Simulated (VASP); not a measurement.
Here is a VASP 6.6.1 calculation.

File INCAR:

```
ALGO = Normal ; EDIFF = 1E-6
EDIFFG = -0.04 ; ENCUT = 600
GGA = PE ; IBRION = 2
ISIF = 3 ; ISMEAR = 0
LASPH = True ; LCHARG = False
LREAL = False ; LWAVE = False
NELM = 60 ; NSW = 90
PREC = Accurate ; SIGMA = 0.1
```

The input KPOINTS:

```
k-points
0
Gamma
  6 6 2
```

Contents of POSCAR:

```
MgSc2Br
1.0
    3.2706007850      0.0000000000      0.0000000000
    0.0000000000      3.2706007850      0.0000000000
    0.0000000000      0.0000000000      9.8936112368
Mg Sc Br
1 2 1
Direct
    0.0000000000      0.0000000000      0.5000000000
    0.5000000000      0.0000000000      0.7749390937
    0.0000000000      0.5000000000      0.2250609063
    0.5000000000      0.5000000000      0.0000000000
```

Potentials or basis: VASP PAW PBE potentials, release 64 (Mg, Sc_sv, Br).

Command:

```console
$ cat potpaw_PBE.64/Mg/POTCAR potpaw_PBE.64/Sc_sv/POTCAR potpaw_PBE.64/Br/POTCAR > POTCAR
$ mpirun -np 1 vasp_std > vasp.out
```

Task: Estimate the space group after relaxing (to 0.1 Å).

Result: P-4m2 (No. 115).

Task: Predict the band gap on the k mesh.

Result: Zero (an odd number of electrons rules out a gap without spin polarisation).

Final structure:
```cif
data_structure
_symmetry_space_group_name_H-M 'P 1'
_symmetry_Int_Tables_number 1
_cell_length_a 3.2730
_cell_length_b 3.2730
_cell_length_c 9.9173
_cell_angle_alpha 90.000
_cell_angle_beta 90.000
_cell_angle_gamma 90.000
_cell_volume 106.24
loop_
_atom_site_label
_atom_site_type_symbol
_atom_site_fract_x
_atom_site_fract_y
_atom_site_fract_z
_atom_site_occupancy
Mg1 Mg 0.00000 0.00000 0.50000 1
Sc1 Sc 0.50000 0.00000 0.77463 1
Sc2 Sc 0.00000 0.50000 0.22537 1
Br1 Br 0.50000 0.50000 0.00000 1
```
